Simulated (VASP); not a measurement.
A run of VASP 6.6.1:

POSCAR

```
HgTe
1.0
    0.0000000000      3.3217657156      3.3217657156
    3.3217657156      0.0000000000      3.3217657156
    3.3217657156      3.3217657156      0.0000000000
Hg Te
1 1
Direct
    0.0000000000      0.0000000000      0.0000000000
    0.2500000000      0.2500000000      0.2500000000
```

File INCAR.step1:

```
SYSTEM = HgTe
PREC = Accurate ; ENCUT = 550
ISMEAR = -1 ; SIGMA = 0.02
LREAL = .FALSE. ; LASPH = .TRUE.
NELM = 120 ; NBANDS = 16
GGA = PE ; ALGO = Normal
EDIFF = 1E-5 ; LWAVE = .TRUE.
LCHARG = .FALSE. ; GGA_COMPAT = .FALSE.
```

The input INCAR.step2:

```
SYSTEM = HgTe
PREC = Accurate ; ENCUT = 550
EDIFF = 1E-6 ; ISMEAR = -1
SIGMA = 0.02 ; LREAL = .FALSE.
LASPH = .TRUE. ; NELM = 120
ALGO = Normal ; ISIF = 2
LWAVE = .FALSE. ; LCHARG = .FALSE.
METAGGA = R2SCAN ; LMIXTAU = .TRUE.
NBANDS = 16 ; ISTART = 1
GGA_COMPAT = .FALSE.
```

File KPOINTS:

```
Automatic mesh
0
G
  6 6 6
  0 0 0
```

Potentials or basis: VASP PAW PBE potentials, release 64 (Hg, Te).

The run is started by

```sh
$ cat potpaw_PBE.64/Hg/POTCAR potpaw_PBE.64/Te/POTCAR > POTCAR
$ cp INCAR.step1 INCAR
$ mpirun -np 1 vasp_std > vasp.out
$ cp INCAR.step2 INCAR
$ mpirun -np 1 vasp_std > vasp.out
```

Hardware: 1 thread of AMD EPYC 9R45 96-Core Processor (Zen 5), with other jobs on the host.

Problem. Estimate the wall time of this run.

Solution. Wall time 61 s on 1 thread of AMD EPYC 9R45 96-Core Processor (Zen 5) (shared host), peak memory 0.19 GiB. Counts: k points 16.
